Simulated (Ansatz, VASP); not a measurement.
## Two plane-wave programs on PtS2

```
Pt S
1.0
     3.18888    0.00000    0.00000
    -1.59444    3.06850    0.00000
     0.00000    0.00000    5.03880
Pt S
1 2
Direct
  0.00000 0.00000 0.00000
  0.33333 0.66667 0.25000
  0.66667 0.33333 0.75000
```

Change from the starting cell: strain -0.1000 x Voigt [1, 0, 0, 0, 0, 0], atoms carried along.

Alike in both runs: task single point; functional PBE; k mesh 12 × 12 × 8; occupations gaussian, width 0.05 eV; no spin polarisation.

|  | VASP | Ansatz |
| --- | --- | --- |
| version | VASP 6.6.1 | Ansatz 0.2.0 |
| potentials or method | VASP PAW PBE potentials, release 64 (Pt, S), cutoff 520 eV | scalar-relativistic, plane waves, PAW |
| valence electrons in the cell | 22 | 30 |

```csv
,VASP,Ansatz,Ansatz less VASP
gap on the k mesh at the Fermi level (eV),0.26,0.25,-0.011
least direct gap on the mesh (eV),0.94,0.93,-0.014
pressure (GPa),24.8,25.4,+0.57
"traceless stress, the component that is largest in VASP (GPa)",15.82,15.93,+0.109
rms of the force components (eV/Å),0.716,0.740,+0.0237
```

Atom by atom the forces differ by 0.027 eV/Å (rms over components). VASP's potentials hold 22 valence electrons a cell and Ansatz's 30, so a difference there can come from the potentials and not from the codes.

Neither program's run includes spin-orbit coupling.
